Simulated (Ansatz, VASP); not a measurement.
**Na in VASP and in Ansatz**

The input INCAR:

```
SYSTEM = Na
PREC     = Accurate       ! precision mode
ENCUT    = 500            ! plane-wave cutoff, eV
EDIFF    = 1E-6           ! SCF threshold, eV
ISMEAR   = 0              ! smearing method
SIGMA    = 0.15           ! smearing width, eV
LREAL    = .FALSE.        ! projectors in reciprocal space
LASPH    = .TRUE.         ! aspherical terms in the spheres
NELM     = 120            ! most SCF steps
ALGO     = Normal         ! electronic algorithm
ISIF     = 2              ! what is computed and relaxed
LWAVE    = .FALSE.        ! write WAVECAR
LCHARG   = .FALSE.        ! write CHGCAR
NBANDS   = 10             ! bands
GGA_COMPAT= .FALSE.
```

Contents of KPOINTS:

```
Automatic mesh
0
G
  12 12 12
  0 0 0
```

Contents of POSCAR:

```
Na
1.0
   -2.0299024443      2.0299024443      2.0299024443
    2.0299024443     -2.0299024443      2.0299024443
    2.0299024443      2.0299024443     -2.0299024443
Na
1
Direct
    0.0000000000      0.0000000000      0.0000000000
```

Input for Ansatz:

```yaml
crystal:
  lattice:
    - [-2.02990244435, 2.02990244435, 2.02990244435]
    - [2.02990244435, -2.02990244435, 2.02990244435]
    - [2.02990244435, 2.02990244435, -2.02990244435]
  atoms:
    - { symbol: Na, position: [0.0, 0.0, 0.0] }
kpoints:
  mp_grid: { grid: [12, 12, 12] }
scf:
  occupations: { method: gaussian, width: 0.15 }
  convergence: { dr2_threshold: 1.0e-06 }
hamiltonian:
  xc: lda
  pseudopotentials: { kind: all_electron, lapw: { basis_error: 0.001 } }
output:
  forces: true
  stress: true
  eigenvalues: true
  eigenstates:
    nscf_kmesh: { grid: [20, 20, 20] }
    de_dk: true
    e_range: [-14, 14]
  optics:
    e_range: [0, 30]
    de: 0.2
    sigma: 0.25
    bands: { spectra_wanted_up_to: 30 }
    nscf_kmesh: { grid: [20, 20, 20] }
    drude_damping: 0.03
checkpoint:
  write: ck
  write_wavefunctions: false
```

Alike in both runs: task single point; functional LDA; k mesh 12 × 12 × 12; occupations gaussian, width 0.15 eV; no spin polarisation.

|  | VASP | Ansatz |
| --- | --- | --- |
| version | VASP 6.6.1 | Ansatz 0.2.0 |
| potentials or method | VASP PAW LDA potentials, release 64 (Na_pv), cutoff 500 eV | all-electron LAPW, scalar-relativistic |

```csv
,VASP,Ansatz,Ansatz less VASP
pressure (GPa),-0.1,0.0,+0.05
```

LDA's correlation is that of Perdew and Zunger in VASP and of Perdew and Wang (1992) in Ansatz. Ansatz ran all-electron here, and VASP with PAW potentials. Ansatz's warnings: force scf threshold loose, optics on partly filled bands, settled levels scf threshold loose, stress scf threshold loose.
